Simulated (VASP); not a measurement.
# V (P6_3/mmc) in VASP: a series of runs

The runs below take V through single point, with LDA, PBEsol, PBE.

Program: VASP 6.6.1. These are calculated values, not measurements. Logs are shortened: lines on timing, memory, paths and dates and some standing lists are left out, and cuts for length are marked.

## 1. The cell of the first run

Symmetry: P6_3/mmc, No. 194, hexagonal system. The conventional cell has a = 2.551 Å, b = 2.551 Å, c = 4.627 Å, α = 90.00°, β = 90.00°, γ = 120.00°. V (site symmetry -6m2) has 12 V at 2.55 to 2.74 Å within 3.4 Å.

## 2. Single point, LDA, collinear spin, ferromagnetic start (volume scaled by 0.94)

The input, INCAR:

```
PREC = Accurate
ENCUT = 520
EDIFF = 1E-7
ISMEAR = -1
SIGMA = 0.05
LREAL = F
LASPH = T
NELM = 150
ALGO = Fast
ISIF = 2
LWAVE = F
LCHARG = F
ISPIN = 2
MAGMOM = 2 2
LORBIT = 11
LMAXMIX = 4
GGA = CA
NBANDS = 24
```

The input, KPOINTS:

```
Automatic mesh
0
Gamma
  12 12 6
```

The input, POSCAR:

```
V
1.0
    2.5511303260      0.0000000000      0.0000000000
   -1.2755651630      2.2093436706      0.0000000000
    0.0000000000      0.0000000000      4.6269143324
V
2
Direct
    0.3333333333      0.6666666667      0.2500000000
    0.6666666667      0.3333333333      0.7500000000
```

Potentials or basis: VASP PAW LDA potentials, release 64 (V_sv).

On the command line:

```
$ cat potpaw_LDA.64/V_sv/POTCAR > POTCAR
$ mpirun -np 1 vasp_std > vasp.out
```

OUTCAR:

```text
PREC = Accurate
   ENCUT = 520
   EDIFF = 1E-7
   ISMEAR = -1
   LREAL = F
   LASPH = T
   NELM = 150
   ISIF = 2
   ISPIN = 2
   LORBIT = 11
   GGA = CA

 ion  position               nearest neighbor table
   1  0.333  0.667  0.250-   2 2.74   2 2.74   2 2.74   2 2.74   2 2.74   2 2.74
   2  0.667  0.333  0.750-   1 2.74   1 2.74   1 2.74   1 2.74   1 2.74   1 2.74

  LATTYP: Found a hexagonal cell.
 ALAT       =     2.5511303260
 C/A-ratio  =     1.8136722712

  Lattice vectors:

 A1 = (   2.5511303260,   0.0000000000,   0.0000000000)
 A2 = (  -1.2755651630,   2.2093436706,   0.0000000000)
 A3 = (   0.0000000000,   0.0000000000,   4.6269143324)

Analysis of symmetry for initial positions (statically):
=====================================================================
 Subroutine PRICEL returns:
 Original cell was already a primitive cell.

 Routine SETGRP: Setting up the symmetry group for a
 hexagonal supercell.

 Subroutine GETGRP returns: Found 24 space group operations
 (whereof 12 operations were pure point group operations)
 out of a pool of 24 trial point group operations.

The static configuration has the point symmetry D_3d.
 The point group associated with its full space group is D_6h.

Analysis of symmetry for dynamics (positions and initial velocities):
=====================================================================
 Subroutine PRICEL returns:
 Original cell was already a primitive cell.

 Routine SETGRP: Setting up the symmetry group for a
 hexagonal supercell.

 Subroutine GETGRP returns: Found 24 space group operations
 (whereof 12 operations were pure point group operations)
 out of a pool of 24 trial point group operations.

The dynamic configuration has the point symmetry D_3d.
 The point group associated with its full space group is D_6h.

Analysis of structural, dynamic, and magnetic symmetry:
=====================================================================
 Subroutine PRICEL returns:
 Original cell was already a primitive cell.

 Routine SETGRP: Setting up the symmetry group for a
 hexagonal supercell.

 Subroutine GETGRP returns: Found 24 space group operations
 (whereof 12 operations were pure point group operations)
 out of a pool of 24 trial point group operations.

The overall configuration has the point symmetry D_3d.
 The point group associated with its full space group is D_6h.

 Subroutine INISYM returns: Found 24 space group operations
 (whereof 12 operations are pure point group operations),
 and found     1 'primitive' translations

----------------------------------------------------------------------------------------

                                     Primitive cell

  volume of cell :      26.0788

  direct lattice vectors                    reciprocal lattice vectors
     2.551130326  0.000000000  0.000000000     0.391983110  0.226311554  0.000000000
    -1.275565163  2.209343671  0.000000000     0.000000000  0.452623109  0.000000000
     0.000000000  0.000000000  4.626914332     0.000000000  0.000000000  0.216126759

  length of vectors
     2.551130326  2.551130326  4.626914332     0.452623109  0.452623109  0.216126759

  position of ions in fractional coordinates (direct lattice)
     0.333333333  0.666666667  0.250000000
     0.666666667  0.333333333  0.750000000

  ion indices of the primitive-cell ions
   primitive index   ion index
                 1           1
                 2           2

----------------------------------------------------------------------------------------

 KPOINTS: Automatic mesh

Automatic generation of k-mesh.
 Grid dimensions read from file:
 generate k-points for:   12   12    6

 Generating k-lattice:

  Cartesian coordinates                     Fractional coordinates (reciprocal lattice)
     0.032665259  0.018859296  0.000000000     0.083333333 -0.000000000  0.000000000
     0.000000000  0.037718592  0.000000000     0.000000000  0.083333333  0.000000000
     0.000000000  0.000000000  0.036021127     0.000000000  0.000000000  0.166666667

  Length of vectors
     0.037718592  0.037718592  0.036021127

  Shift w.r.t. Gamma in fractional coordinates (k-lattice)
     0.000000000  0.000000000  0.000000000

 Subroutine IBZKPT returns following result:
 ===========================================

 Found     76 irreducible k-points:

 Following reciprocal coordinates:
            Coordinates               Weight
  0.000000  0.000000  0.000000      1.000000
  0.083333 -0.000000  0.000000      6.000000
  0.166667  0.000000  0.000000      6.000000
  0.250000  0.000000  0.000000      6.000000
  0.333333  0.000000  0.000000      6.000000
  0.416667 -0.000000  0.000000      6.000000
[... 16 lines left out ...]
  0.250000  0.000000  0.166667     12.000000
  0.333333  0.000000  0.166667     12.000000
 [... further k-points ...]
   k-points           NKPTS =     76   k-points in BZ     NKDIM =     76   number of bands    NBANDS=     24
   number of dos      NEDOS =    301   number of ions     NIONS =      2
   total plane-waves  NPLWV =  14400
   dimension x,y,z NGX =    20 NGY =   20 NGZ =   36
   dimension x,y,z NGXF=    40 NGYF=   40 NGZF=   72
   ions per type =               2
   NGX,Y,Z   is equivalent  to a cutoff of  13.03, 13.03, 12.93 a.u.
   NGXF,Y,Z  is equivalent  to a cutoff of  26.07, 26.07, 25.87 a.u.
 SYSTEM =  unknown system
   PREC   = accura    normal or accurate (medium, high low for compatibility)
   ISTART =      0    job   : 0-new  1-cont  2-samecut
   ICHARG =      2    charge: 1-file 2-atom 10-const
   ISPIN  =      2    spin polarized calculation?
   LNONCOLLINEAR =      F non collinear calculations
   LSORBIT =      F    spin-orbit coupling
   LASPH  =      T    aspherical Exc in radial PAW
   ENCUT  =  520.0 eV  38.22 Ry    6.18 a.u.   4.74  4.74  8.60*2*pi/ulx,y,z
   NELM   =    150;   NELMIN=  2; NELMDL= -5     # of ELM steps
   EDIFF  = 0.1E-06   stopping-criterion for ELM
   LREAL  =      F    real-space projection
   EDIFFG = 0.1E-05   stopping-criterion for IOM
   NSW    =      0    number of steps for IOM
   IBRION =     -1    ionic relax: 0-MD 1-quasi-New 2-CG
   NFREE  =      0    steps in history (QN), initial steepest desc. (CG)
   ISIF   =      2    stress and relaxation
   ISYM   =      2    0-nonsym 1-usesym 2-fastsym
   POTIM  = 0.5000    time-step for ionic-motion
   TEBEG  =    0.0;   TEEND  =   0.0 temperature during run
   PSTRESS=    0.0 pullay stress
   NELECT =      26.0000    total number of electrons
   NUPDOWN=      -1.0000    fix difference up-down
   EMIN   =  10.00;   EMAX   =-10.00  energy-range for DOS
   EFERMI =   0.00;   METHOD = LEGACY
   ISMEAR =    -1;   SIGMA  =   0.05  broadening in eV -4-tet -1-fermi 0-gaus
   EFERMI_NEDOS =   21; number of points for ismear=-14 and -15
   IALGO  =     68    algorithm
   IMIX   =      4    mixing-type and parameters
     AMIX     =   0.40;   BMIX     =  1.00
     AMIX_MAG =   1.60;   BMIX_MAG =  1.00
  volume/ion in A,a.u.               =      13.04        87.99
  Fermi-wavevector in a.u.,A,eV,Ry     =   1.635448  3.090549 36.391382  2.674691
  Thomas-Fermi vector in A             =   2.726919
   LORBIT       =     11    0 simple, 1 ext, 2 COOP (PROOUT), +10 PAW based schemes
   GGA     = CA    functional components
   LHFCALC =     F    Hartree Fock is set to
   AEXX    =    0.0000 exact exchange contribution
   IVDW    =     0    specifies the selected vdW correction
   LEPSILON=     F    determine dielectric tensor
   LRPA    =     F    only Hartree local field effects (RPA)
 spin polarized calculation
 RMM-DIIS sequential band-by-band and
  energy-cutoff  :      520.00
  volume of cell :       26.08
 maximum number of plane-waves:       726
 NGX is ok and might be reduce to    20
   NGX =  9   NGY =  9   NGZ = 17

 number of electron      26.0000003 magnetization       0.0009613

 number of electron      26.0000003 magnetization      -0.0004316

 Free energy of the ion-electron system (eV)
  ---------------------------------------------------
  ext. energy  EPLUGINS =         0.00000000
  ---------------------------------------------------
  free energy    TOTEN  =       -19.36499761 eV

  energy without entropy =      -19.34292978  energy(sigma->0) =      -19.35396370

 E-fermi :  10.2570     XC(G=0): -13.3885

 val. band max:       10.2423082404   @ k =   0.0000   0.0000   0.0000
 cond. band min:      10.2715934659   @ k =   0.3333   0.0000   0.1667
 fundamental gap:      0.0292852256
 Fermi energy:        10.2570146795

 spin component 1

 k-point     1 :       0.0000    0.0000    0.0000
  band No.  band energies     occupation
      1     -52.9631      1.00000
      2     -52.8169      1.00000
      3     -27.5542      1.00000
      4     -26.7513      1.00000
      5     -26.5913      1.00000
      6     -26.5913      1.00000
[... 16 lines left out ...]
     23      28.9248      0.00000
     24      31.2173      0.00000
[... 598 lines left out ...]
      2     -52.6924      1.00000
      3     -27.4282      1.00000
      4     -27.3344      1.00000
      5     -27.1850      1.00000
      6     -26.8139      1.00000
[... 16 lines left out ...]
     23      25.9455      0.00000
     24      28.1301      0.00000

 [... further k-points ...]

 spin component 2

 k-point     1 :       0.0000    0.0000    0.0000
  band No.  band energies     occupation
      1     -52.9633      1.00000
      2     -52.8171      1.00000
      3     -27.5544      1.00000
      4     -26.7515      1.00000
      5     -26.5915      1.00000
      6     -26.5915      1.00000
[... 16 lines left out ...]
     23      28.9247      0.00000
     24      31.2173      0.00000
[... 598 lines left out ...]
      2     -52.6926      1.00000
      3     -27.4284      1.00000
      4     -27.3346      1.00000
      5     -27.1852      1.00000
      6     -26.8141      1.00000
[... 16 lines left out ...]
     23      25.9454      0.00000
     24      28.1295      0.00000

 [... further k-points ...]

------------------------ aborting loop because EDIFF is reached ----------------------------------------

  FORCE on cell =-STRESS in cart. coord.  units (eV):
  Direction    XX          YY          ZZ          XY          YZ          ZX
  --------------------------------------------------------------------------------------
  -------------------------------------------------------------------------------------
  Total       -0.4106790     -0.4106790     -0.1255429      0.0000000      0.0000000     -0.0000000
  in kB      -25.2304925    -25.2304925     -7.7128598      0.0000000      0.0000000     -0.0000000
  external PRESSURE =     -19.3912816 kB  Pullay stress =       0.0000000 kB

 VOLUME and BASIS-vectors are now :
 -----------------------------------------------------------------------------
  energy-cutoff  :      520.00
  volume of cell :       26.08
      direct lattice vectors                 reciprocal lattice vectors
     2.551130326  0.000000000  0.000000000     0.391983110  0.226311554  0.000000000
    -1.275565163  2.209343671  0.000000000     0.000000000  0.452623109  0.000000000
     0.000000000  0.000000000  4.626914332     0.000000000  0.000000000  0.216126759

 POSITION                                       TOTAL-FORCE (eV/Angst)
 -----------------------------------------------------------------------------------
     -0.00000      1.47290      1.15673         0.000000      0.000000      0.000000
      1.27557      0.73645      3.47019        -0.000000     -0.000000      0.000000
 -----------------------------------------------------------------------------------
    total drift:                               -0.000000      0.000000     -0.000000

  FREE ENERGIE OF THE ION-ELECTRON SYSTEM (eV)
  ---------------------------------------------------
  free  energy   TOTEN  =       -19.3649976122 eV

  energy  without entropy=      -19.3429297778  energy(sigma->0) =      -19.35396370

 total charge

# of ion       s       p       d       tot
------------------------------------------
    1        2.364   6.225   3.170  11.759
    2        2.364   6.225   3.170  11.759
--------------------------------------------------
tot          4.729  12.450   6.339  23.517

 magnetization (x)

# of ion       s       p       d       tot
------------------------------------------
    1       -0.000  -0.000  -0.000  -0.000
    2       -0.000  -0.000  -0.000  -0.000
--------------------------------------------------
tot         -0.000  -0.000  -0.000  -0.000
```

Run time: 59 s. Hardware: 1 thread of Intel Xeon 6975P-C (Granite Rapids), shared host; peak memory 0.17 GiB.

What came out:

| Item | Value |
| --- | --- |
| Free energy | -19.3650 eV |
| Pressure | -1.9 GPa |
| Band gap on the k mesh | zero (filled and empty bands overlap) |
| Net moment | 0.00 μB per cell |
| Valence electrons inside the program's atomic spheres | V 11.76 |

## 3. Single point, PBEsol, collinear spin, ferromagnetic start (volume scaled by 0.94)

The input, INCAR:

```
PREC = Accurate
ENCUT = 520
EDIFF = 1E-6
ISMEAR = -1
SIGMA = 0.05
LREAL = False
LASPH = True
NELM = 150
ALGO = Fast
ISIF = 2
LWAVE = False
LCHARG = True
ISPIN = 2
MAGMOM = 2 2
LORBIT = 11
LMAXMIX = 4
GGA = PS
LELF = True
LVHAR = True
NBANDS = 24
```

The input, KPOINTS:

```
regular mesh
0
Gamma
  12 12 6
```

POSCAR is that of step 2.

Potentials or basis: VASP PAW PBE potentials, release 64 (V_sv).

On the command line:

```
$ cat potpaw_PBE.64/V_sv/POTCAR > POTCAR
$ mpirun -np 1 vasp_std > vasp.out
```

OUTCAR:

```text
PREC = Accurate
   ENCUT = 520
   EDIFF = 1E-6
   ISMEAR = -1
   LREAL = False
   LASPH = True
   NELM = 150
   ISIF = 2
   ISPIN = 2
   LORBIT = 11
   GGA = PS

 ion  position               nearest neighbor table
   1  0.333  0.667  0.250-   2 2.74   2 2.74   2 2.74   2 2.74   2 2.74   2 2.74
   2  0.667  0.333  0.750-   1 2.74   1 2.74   1 2.74   1 2.74   1 2.74   1 2.74

  LATTYP: Found a hexagonal cell.
 ALAT       =     2.5511303260
 C/A-ratio  =     1.8136722712

  Lattice vectors:

 A1 = (   2.5511303260,   0.0000000000,   0.0000000000)
 A2 = (  -1.2755651630,   2.2093436706,   0.0000000000)
 A3 = (   0.0000000000,   0.0000000000,   4.6269143324)

Analysis of symmetry for initial positions (statically):
=====================================================================
 Subroutine PRICEL returns:
 Original cell was already a primitive cell.

 Routine SETGRP: Setting up the symmetry group for a
 hexagonal supercell.

 Subroutine GETGRP returns: Found 24 space group operations
 (whereof 12 operations were pure point group operations)
 out of a pool of 24 trial point group operations.

The static configuration has the point symmetry D_3d.
 The point group associated with its full space group is D_6h.

Analysis of symmetry for dynamics (positions and initial velocities):
=====================================================================
 Subroutine PRICEL returns:
 Original cell was already a primitive cell.

 Routine SETGRP: Setting up the symmetry group for a
 hexagonal supercell.

 Subroutine GETGRP returns: Found 24 space group operations
 (whereof 12 operations were pure point group operations)
 out of a pool of 24 trial point group operations.

The dynamic configuration has the point symmetry D_3d.
 The point group associated with its full space group is D_6h.

Analysis of structural, dynamic, and magnetic symmetry:
[... 148 lines left out ...]
 NGX is ok and might be reduce to    20
   NGX =  9   NGY =  9   NGZ = 17

 number of electron      26.0000003 magnetization      -0.0561456

 number of electron      26.0000003 magnetization       0.0006376

 Free energy of the ion-electron system (eV)
  ---------------------------------------------------
  ext. energy  EPLUGINS =         0.00000000
  ---------------------------------------------------
  free energy    TOTEN  =       -18.74550489 eV

  energy without entropy =      -18.72316351  energy(sigma->0) =      -18.73433420

 E-fermi :  10.3415     XC(G=0): -13.2198

 val. band max:       10.3175103205   @ k =   0.2500   0.1667   0.0000
 cond. band min:      10.3449883185   @ k =   0.3333   0.0000   0.1667
 fundamental gap:      0.0274779979
 Fermi energy:        10.3415128899

 spin component 1

 k-point     1 :       0.0000    0.0000    0.0000
  band No.  band energies     occupation
      1     -53.3919      1.00000
      2     -53.2509      1.00000
      3     -27.6657      1.00000
      4     -26.8773      1.00000
      5     -26.7200      1.00000
      6     -26.7200      1.00000
[... 637 lines left out ...]
     23      25.9587      0.00000
     24      28.1913      0.00000

 [... further k-points ...]

 spin component 2

 k-point     1 :       0.0000    0.0000    0.0000
  band No.  band energies     occupation
      1     -53.3917      1.00000
      2     -53.2507      1.00000
      3     -27.6655      1.00000
      4     -26.8772      1.00000
      5     -26.7198      1.00000
      6     -26.7198      1.00000
[... 637 lines left out ...]
     23      25.9588      0.00000
     24      28.1911      0.00000

 [... further k-points ...]
[... 5 lines left out ...]
  --------------------------------------------------------------------------------------
  -------------------------------------------------------------------------------------
  Total        0.6957644      0.6957644      0.6577206      0.0000000      0.0000000      0.0000000
  in kB       42.7450110     42.7450110     40.4077477      0.0000000      0.0000000      0.0000000
  external PRESSURE =      41.9659233 kB  Pullay stress =       0.0000000 kB

 VOLUME and BASIS-vectors are now :
 -----------------------------------------------------------------------------
  energy-cutoff  :      520.00
  volume of cell :       26.08
      direct lattice vectors                 reciprocal lattice vectors
     2.551130326  0.000000000  0.000000000     0.391983110  0.226311554  0.000000000
    -1.275565163  2.209343671  0.000000000     0.000000000  0.452623109  0.000000000
     0.000000000  0.000000000  4.626914332     0.000000000  0.000000000  0.216126759

 POSITION                                       TOTAL-FORCE (eV/Angst)
 -----------------------------------------------------------------------------------
     -0.00000      1.47290      1.15673         0.000000     -0.000000      0.000000
      1.27557      0.73645      3.47019        -0.000000      0.000000      0.000000
 -----------------------------------------------------------------------------------
    total drift:                               -0.000000      0.000000     -0.000000

  FREE ENERGIE OF THE ION-ELECTRON SYSTEM (eV)
  ---------------------------------------------------
  free  energy   TOTEN  =       -18.7455048862 eV

  energy  without entropy=      -18.7231635062  energy(sigma->0) =      -18.73433420

 total charge

# of ion       s       p       d       tot
------------------------------------------
    1        2.363   6.231   3.148  11.742
    2        2.363   6.231   3.148  11.742
--------------------------------------------------
tot          4.727  12.462   6.295  23.484

 magnetization (x)

# of ion       s       p       d       tot
------------------------------------------
    1        0.000   0.000   0.000   0.000
    2        0.000   0.000   0.000   0.000
--------------------------------------------------
tot          0.000   0.000   0.000   0.000
```

It took 63 s on 1 thread of Intel Xeon 6975P-C (Granite Rapids), shared host; peak memory 0.19 GiB.

Results:

- Free energy: -18.7455 eV
- Pressure: 4.2 GPa
- Band gap on the k mesh: zero (filled and empty bands overlap)
- Net moment: 0.00 μB per cell
- Valence electrons inside the program's atomic spheres: V 11.74

Stress tensor (GPa, compression positive):
```
4.27 0.00 0.00
0.00 4.27 0.00
0.00 0.00 4.04
```

Caveat: the PAW data sets were made with another functional, which shifts forces and pressure a little.

(Part 1 of 2 ends here.)
